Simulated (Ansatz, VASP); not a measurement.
# Two plane-wave programs on Al2Pt

```
Pt Al
1.0
     0.00000    2.95500    2.95500
     2.95500    0.00000    2.95500
     2.95500    2.95500    0.00000
Pt Al
1 2
Direct
  0.00000 0.00000 0.00000
  0.75000 0.75000 0.75000
  0.25000 0.25000 0.25000
```

Alike in both runs: task relaxation of cell and atoms; functional PBEsol; dispersion D3(BJ); k mesh 8 × 8 × 8; occupations fermi-dirac, width 0.05 eV; no spin polarisation.

|  | VASP | Ansatz |
| --- | --- | --- |
| version | VASP 6.6.1 | Ansatz 0.2.0 |
| potentials or method | VASP PAW PBE potentials, release 64 (Pt, Al) | Ansatz PAW |
| plane-wave cutoff (eV) | 600 | 420 |
| valence electrons in the cell | 16 | 24 |

Ansatz gave:

| Quantity | Value |
| --- | --- |
| gap on the k mesh at the Fermi level, each at its own relaxed structure (eV) | none |
| relaxed volume (Å³/atom) | 16.63 |
| relaxed cell length with the largest relative difference (Å) | 4.132 |

Q: Estimate VASP's values.

A: gap on the k mesh at the Fermi level, each at its own relaxed structure (eV): none; relaxed volume (Å³/atom): 16.62; relaxed cell length with the largest relative difference (Å): 4.132.

VASP's potentials were made for PBE, not for PBEsol. A gap of «none» marks a metal or a gap that the smearing closes. VASP's potentials hold 16 valence electrons a cell and Ansatz's 24, so a difference there can come from the potentials and not from the codes.

Neither program's run includes spin-orbit coupling. Noted on Ansatz's run: the plane-wave basis is chosen anew once the cell has moved, so the energies of steps on either side of that aren't comparable.
